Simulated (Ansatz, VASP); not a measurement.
## Two plane-wave programs on C

```
CELL_PARAMETERS angstrom
1.28689 -2.02966 0.00000
1.28689 2.02966 0.00000
0.00000 0.00000 7.37782
ATOMIC_POSITIONS crystal
C 0.08332 0.91668 0.74984
C 0.58332 0.41668 0.25016
C 0.91668 0.08332 0.25016
C 0.41668 0.58332 0.74984
```

Change from the starting cell: normal strain along x +0.0467, normal strain along y -0.0467.

Alike in both runs: task single point; functional PBEsol; k mesh 18 × 18 × 6; occupations gaussian, width 0.15 eV; no spin polarisation.

|  | VASP | Ansatz |
| --- | --- | --- |
| version | VASP 6.6.1 | Ansatz 0.2.0 |
| potentials or method | VASP PAW PBE potentials, release 64 (C), cutoff 520 eV | scalar-relativistic, plane waves, PAW |
| valence electrons in the cell | 16 | 16 |

VASP gave:

| Property | Result |
| --- | --- |
| gap on the k mesh at the Fermi level (eV) | 0.42 |
| least direct gap on the mesh (eV) | 0.72 |
| pressure (GPa) | 3.6 |
| traceless stress, the component that is largest in VASP (GPa) | 41.35 |
| rms of the force components (eV/Å) | 0.871 |

Question: What did Ansatz give for the same quantities?

Answer: gap on the k mesh at the Fermi level (eV): 0.42; least direct gap on the mesh (eV): 0.73; pressure (GPa): 3.0; traceless stress, the component that is largest in VASP (GPa): 40.85; rms of the force components (eV/Å): 0.858.

VASP's potentials were made for PBE, not for PBEsol, and Ansatz warns of the same on its side. Atom by atom the forces differ by 0.013 eV/Å (rms over components). With one functional, cell and mesh, what is left measures potentials, basis and numerics.
